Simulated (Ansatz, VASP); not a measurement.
**TiO2: VASP beside Ansatz**

The input INCAR:

```
SYSTEM = TiO2
  ALGO = Normal
  EDIFF = 1E-6
  ENCUT = 520
  GGA = PE
  ISIF = 2
  ISMEAR = -1
  LASPH = .True.
  LCHARG = .True.
  LELF = .True.
  LREAL = .False.
  LVHAR = .True.
  LWAVE = .False.
  NBANDS = 46
  NELM = 100
  PREC = Accurate
  SIGMA = 0.02
```

File KPOINTS:

```
k-points
0
Gamma
  8 6 8
  0 0 0
```

The input POSCAR:

```
TiO2
1.0
    2.9632746233     -0.0000556455      0.0001229771
    0.0001182932      4.7012864697     -0.0199884737
    1.4813649184      0.2122184430      7.0788535386
Ti O
3 6
Direct
    0.6618425541      0.5160624059      0.6842812252
    0.3453993625      0.4846902281      0.3171265785
    0.0038671946      0.0003764196      0.0007034658
    0.5668723680      0.8122383895      0.8742294410
    0.2281161418      0.7010902914      0.5517097099
    0.9053981084      0.6961372126      0.1971442163
    0.1018426030      0.3046157323      0.8042634222
    0.7791181951      0.2996623208      0.4496976387
    0.4403944626      0.1885140099      0.1271772925
```

Input for Ansatz:

```yaml
crystal:
  lattice:
    - [2.9632746233, -5.56455e-05, 0.0001229771]
    - [0.0001182932, 4.7012864697, -0.0199884737]
    - [1.4813649184, 0.212218443, 7.0788535386]
  atoms:
    - { symbol: Ti, position: [0.6618425541, 0.5160624059, 0.6842812252] }
    - { symbol: Ti, position: [0.3453993625, 0.4846902281, 0.3171265785] }
    - { symbol: Ti, position: [0.0038671946, 0.0003764196, 0.0007034658] }
    - { symbol: O, position: [0.566872368, 0.8122383895, 0.874229441] }
    - { symbol: O, position: [0.2281161418, 0.7010902914, 0.5517097099] }
    - { symbol: O, position: [0.9053981084, 0.6961372126, 0.1971442163] }
    - { symbol: O, position: [0.101842603, 0.3046157323, 0.8042634222] }
    - { symbol: O, position: [0.7791181951, 0.2996623208, 0.4496976387] }
    - { symbol: O, position: [0.4403944626, 0.1885140099, 0.1271772925] }
kpoints:
  mp_grid: { grid: [8, 6, 8] }
  band_path:
    path:
      - [[0.0, 0.0, 0.0], [-0.5218994212453, -5.087144235518e-06, -0.2609497106226]]
      - [[-0.478101092591, -4.66022108537e-06, -0.7390505462955], [-5.138393255813e-07, -1.612092505904e-13, -0.5000002569197], [0.0, 0.0, 0.0], [-5.138393256018e-07, -0.4999999999907, -0.5000002569197], [-0.4797980293733, -0.5000046767523, -0.7398990146867]]
      - [[-0.520202484463, -0.5000050705941, -0.2601012422315], [-2.048737121997e-17, -0.4999999999906, -4.85927979193e-17], [0.0, 0.0, 0.0]]
      - [[-0.5000002569182, -0.5000048736732, -0.5000001284591], [0.0, 0.0, 0.0], [-0.5000002569182, -4.873682660443e-06, -0.5000001284591]]
    npoints: 10
hamiltonian:
  xc: pbe
scf:
  occupations: { method: fermi_dirac, width: 0.02 }
  n_extra_bands: 6
output:
  forces: true
  stress: true
  eigenvalues: true
```

Alike in both runs: task single point; functional PBE; k mesh 8 × 6 × 8; occupations fermi-dirac, width 0.02 eV; no spin polarisation.

|  | VASP | Ansatz |
| --- | --- | --- |
| version | VASP 6.6.1 | Ansatz 0.2.0 |
| potentials or method | VASP PAW PBE potentials, release 64 (Ti_sv, O) | plane waves, PAW |
| plane-wave cutoff (eV) | 520 | 420 |
| valence electrons in the cell | 72 | 72 |

|  | VASP | Ansatz | Ansatz less VASP |
| --- | --- | --- | --- |
| gap on the k mesh at the Fermi level (eV) | 2.26 | 2.29 | +0.026 |
| pressure (GPa) | 5.6 | 4.8 | -0.71 |
| traceless stress, the component that is largest in VASP (GPa) | -0.10 | 0.09 | +0.186 |
| rms of the force components (eV/Å) | 0.093 | 0.074 | -0.0195 |

Atom by atom the forces differ by 0.022 eV/Å (rms over components).
